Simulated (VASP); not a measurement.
# KMgF3 (Pm-3m) in VASP: a series of runs, part 2 of 2

VASP 6.6.1.

## Step 3: Single point, PBE

INCAR reads:

```
SYSTEM = KMgF3
  PREC = Accurate
  ENCUT = 600
  EDIFF = 1E-6
  ISMEAR = 0
  SIGMA = 0.01
  LREAL = .False.
  LASPH = .True.
  NELM = 120
  ALGO = Normal
  ISIF = 2
  LWAVE = .False.
  LCHARG = .False.
  GGA = PE
  NBANDS = 24
  GGA_COMPAT = .False.
```

KPOINTS reads:

```
Automatic mesh
0
Gamma
  4 4 4
  0 0 0
```

POSCAR reads:

```
KMgF3
1.0
    3.9802355751      0.0000000000      0.0000000000
    0.0000000000      3.9802355751      0.0000000000
    0.0000000000      0.0000000000      3.9802355751
K Mg F
1 1 3
Direct
    0.5000000000      0.5000000000      0.5000000000
    0.0000000000      0.0000000000      0.0000000000
    0.5000000000      0.0000000000      0.0000000000
    0.0000000000      0.5000000000      0.0000000000
    0.0000000000      0.0000000000      0.5000000000
```

Potentials or basis: VASP PAW PBE potentials, release 64 (K_sv, Mg, F).

Run with:

```
> cat potpaw_PBE.64/K_sv/POTCAR potpaw_PBE.64/Mg/POTCAR potpaw_PBE.64/F/POTCAR > POTCAR
> mpirun -np 1 vasp_std > vasp.out
```

OUTCAR:

```text
SYSTEM = KMgF3
   PREC = Accurate
   ENCUT = 600
   EDIFF = 1E-6
   ISMEAR = 0
   LREAL = .False.
   LASPH = .True.
   NELM = 120
   ISIF = 2
   GGA = PE

 ion  position               nearest neighbor table
   1  0.500  0.500  0.500-   3 2.81   4 2.81   5 2.81   3 2.81   4 2.81   3 2.81   5 2.81   3 2.81
                             4 2.81   5 2.81   4 2.81   5 2.81   2 3.45   2 3.45   2 3.45   2 3.45
   2  0.000  0.000  0.000-   3 1.99   4 1.99   5 1.99   5 1.99   4 1.99   3 1.99   1 3.45   1 3.45
                             1 3.45   1 3.45   1 3.45   1 3.45   1 3.45   1 3.45
   3  0.500  0.000  0.000-   2 1.99   2 1.99   1 2.81   1 2.81   1 2.81   1 2.81
   4  0.000  0.500  0.000-   2 1.99   2 1.99   1 2.81   1 2.81   1 2.81   1 2.81
   5  0.000  0.000  0.500-   2 1.99   2 1.99   1 2.81   1 2.81   1 2.81   1 2.81

  LATTYP: Found a simple cubic cell.
 ALAT       =     3.9802355751

  Lattice vectors:

 A1 = (   3.9802355751,   0.0000000000,   0.0000000000)
 A2 = (   0.0000000000,   3.9802355751,   0.0000000000)
 A3 = (   0.0000000000,   0.0000000000,   3.9802355751)

Analysis of symmetry for initial positions (statically):
=====================================================================
 Subroutine PRICEL returns:
 Original cell was already a primitive cell.

 Routine SETGRP: Setting up the symmetry group for a
 simple cubic supercell.

 Subroutine GETGRP returns: Found 48 space group operations
 (whereof 48 operations were pure point group operations)
 out of a pool of 48 trial point group operations.

The static configuration has the point symmetry O_h .

Analysis of symmetry for dynamics (positions and initial velocities):
=====================================================================
 Subroutine PRICEL returns:
 Original cell was already a primitive cell.

 Routine SETGRP: Setting up the symmetry group for a
 simple cubic supercell.

 Subroutine GETGRP returns: Found 48 space group operations
 (whereof 48 operations were pure point group operations)
 out of a pool of 48 trial point group operations.

The dynamic configuration has the point symmetry O_h .

 Subroutine INISYM returns: Found 48 space group operations
 (whereof 48 operations are pure point group operations),
 and found     1 'primitive' translations

----------------------------------------------------------------------------------------

                                     Primitive cell

  volume of cell :      63.0560

  direct lattice vectors                    reciprocal lattice vectors
     3.980235575  0.000000000  0.000000000     0.251241410  0.000000000  0.000000000
     0.000000000  3.980235575  0.000000000     0.000000000  0.251241410  0.000000000
     0.000000000  0.000000000  3.980235575     0.000000000  0.000000000  0.251241410

  length of vectors
     3.980235575  3.980235575  3.980235575     0.251241410  0.251241410  0.251241410

  position of ions in fractional coordinates (direct lattice)
     0.500000000  0.500000000  0.500000000
     0.000000000  0.000000000  0.000000000
     0.500000000  0.000000000  0.000000000
     0.000000000  0.500000000  0.000000000
     0.000000000  0.000000000  0.500000000

[... 32 lines left out ...]
 Found     10 irreducible k-points:

 Following reciprocal coordinates:
            Coordinates               Weight
  0.000000  0.000000  0.000000      1.000000
  0.250000  0.000000  0.000000      6.000000
  0.500000  0.000000  0.000000      3.000000
  0.250000  0.250000  0.000000     12.000000
  0.500000  0.250000  0.000000     12.000000
  0.500000  0.500000  0.000000      3.000000
  0.250000  0.250000  0.250000      8.000000
  0.500000  0.250000  0.250000     12.000000
  0.500000  0.500000  0.250000      6.000000
  0.500000  0.500000  0.500000      1.000000
   k-points           NKPTS =     10   k-points in BZ     NKDIM =     10   number of bands    NBANDS=     24
   number of dos      NEDOS =    301   number of ions     NIONS =      5
   total plane-waves  NPLWV =  32768
   dimension x,y,z NGX =    32 NGY =   32 NGZ =   32
   dimension x,y,z NGXF=    64 NGYF=   64 NGZF=   64
   ions per type =               1   1   3
   NGX,Y,Z   is equivalent  to a cutoff of  13.37, 13.37, 13.37 a.u.
   NGXF,Y,Z  is equivalent  to a cutoff of  26.73, 26.73, 26.73 a.u.
 SYSTEM =  KMgF3
   PREC   = accura    normal or accurate (medium, high low for compatibility)
   ISTART =      0    job   : 0-new  1-cont  2-samecut
   ICHARG =      2    charge: 1-file 2-atom 10-const
   ISPIN  =      1    spin polarized calculation?
   LNONCOLLINEAR =      F non collinear calculations
   LSORBIT =      F    spin-orbit coupling
   LASPH  =      T    aspherical Exc in radial PAW
   ENCUT  =  600.0 eV  44.10 Ry    6.64 a.u.   7.95  7.95  7.95*2*pi/ulx,y,z
   NELM   =    120;   NELMIN=  2; NELMDL= -5     # of ELM steps
   EDIFF  = 0.1E-05   stopping-criterion for ELM
   LREAL  =      F    real-space projection
   EDIFFG = 0.1E-04   stopping-criterion for IOM
   NSW    =      0    number of steps for IOM
   IBRION =     -1    ionic relax: 0-MD 1-quasi-New 2-CG
   NFREE  =      0    steps in history (QN), initial steepest desc. (CG)
   ISIF   =      2    stress and relaxation
   ISYM   =      2    0-nonsym 1-usesym 2-fastsym
   POTIM  = 0.5000    time-step for ionic-motion
   TEBEG  =    0.0;   TEEND  =   0.0 temperature during run
   PSTRESS=    0.0 pullay stress
   NELECT =      32.0000    total number of electrons
   NUPDOWN=      -1.0000    fix difference up-down
   EMIN   =  10.00;   EMAX   =-10.00  energy-range for DOS
   EFERMI =   0.00;   METHOD = LEGACY
   ISMEAR =     0;   SIGMA  =   0.01  broadening in eV -4-tet -1-fermi 0-gaus
   EFERMI_NEDOS =   21; number of points for ismear=-14 and -15
   IALGO  =     38    algorithm
   IMIX   =      4    mixing-type and parameters
     AMIX     =   0.40;   BMIX     =  1.00
     AMIX_MAG =   1.60;   BMIX_MAG =  1.00
  volume/ion in A,a.u.               =      12.61        85.10
  Fermi-wavevector in a.u.,A,eV,Ry     =   1.305818  2.467639 23.200126  1.705161
  Thomas-Fermi vector in A             =   2.436662
   LORBIT       =      0    0 simple, 1 ext, 2 COOP (PROOUT), +10 PAW based schemes
   GGA     = PE    functional components
   LHFCALC =     F    Hartree Fock is set to
   AEXX    =    0.0000 exact exchange contribution
   IVDW    =     0    specifies the selected vdW correction
   LEPSILON=     F    determine dielectric tensor
   LRPA    =     F    only Hartree local field effects (RPA)
 non-spin polarized calculation
 Gauss-broadening in eV      SIGMA  =   0.01
  energy-cutoff  :      600.00
  volume of cell :       63.06
 maximum number of plane-waves:      2176
 NGX is ok and might be reduce to    32
   NGX = 15   NGY = 15   NGZ = 15

 number of electron      32.0000005 magnetization

 Free energy of the ion-electron system (eV)
  ---------------------------------------------------
  ext. energy  EPLUGINS =         0.00000000
  ---------------------------------------------------
  free energy    TOTEN  =       -24.41573291 eV

  energy without entropy =      -24.41573291  energy(sigma->0) =      -24.41573291

 E-fermi :  -1.5029     XC(G=0):  -9.7052

 val. band max:       -1.5827757378   @ k =   0.5000   0.5000   0.5000
 cond. band min:       5.7564651046   @ k =   0.0000   0.0000   0.0000
 fundamental gap:      7.3392408424
 Fermi energy:        -1.5028515550

 k-point     1 :       0.0000    0.0000    0.0000
  band No.  band energies     occupation
      1     -27.2252      2.00000
      2     -21.7131      2.00000
      3     -21.0530      2.00000
      4     -21.0530      2.00000
      5     -10.7185      2.00000
      6     -10.7185      2.00000
[... 259 lines left out ...]
     23      13.6230      0.00000
     24      13.6230      0.00000

------------------------ aborting loop because EDIFF is reached ----------------------------------------

  FORCE on cell =-STRESS in cart. coord.  units (eV):
  Direction    XX          YY          ZZ          XY          YZ          ZX
  --------------------------------------------------------------------------------------
  -------------------------------------------------------------------------------------
  Total        1.4135912      1.4135912      1.4135912     -0.0000000     -0.0000000      0.0000000
  in kB       35.9176643     35.9176643     35.9176643     -0.0000000     -0.0000000      0.0000000
  external PRESSURE =      35.9176643 kB  Pullay stress =       0.0000000 kB

 VOLUME and BASIS-vectors are now :
 -----------------------------------------------------------------------------
  energy-cutoff  :      600.00
  volume of cell :       63.06
      direct lattice vectors                 reciprocal lattice vectors
     3.980235575  0.000000000  0.000000000     0.251241410  0.000000000  0.000000000
     0.000000000  3.980235575  0.000000000     0.000000000  0.251241410  0.000000000
     0.000000000  0.000000000  3.980235575     0.000000000  0.000000000  0.251241410

 POSITION                                       TOTAL-FORCE (eV/Angst)
 -----------------------------------------------------------------------------------
      1.99012      1.99012      1.99012         0.000000      0.000000      0.000000
      0.00000      0.00000      0.00000         0.000000      0.000000      0.000000
      1.99012      0.00000      0.00000         0.000000      0.000000      0.000000
      0.00000      1.99012      0.00000         0.000000      0.000000      0.000000
      0.00000      0.00000      1.99012         0.000000      0.000000      0.000000
 -----------------------------------------------------------------------------------
    total drift:                                0.000000      0.000000     -0.000000

  FREE ENERGIE OF THE ION-ELECTRON SYSTEM (eV)
  ---------------------------------------------------
  free  energy   TOTEN  =       -24.4157329097 eV

  energy  without entropy=      -24.4157329097  energy(sigma->0) =      -24.41573291
```

Run time: 11 s. Hardware: 1 thread of AMD EPYC 7R13 (Zen 3), shared host; peak memory 0.15 GiB.

Results:

- Free energy: -24.4157 eV
- Pressure: 3.6 GPa
- Band gap on the k mesh: 7.34 eV (least direct gap 7.66 eV)

Caveat: the cell stands under pressure. A k mesh can miss the band edges.
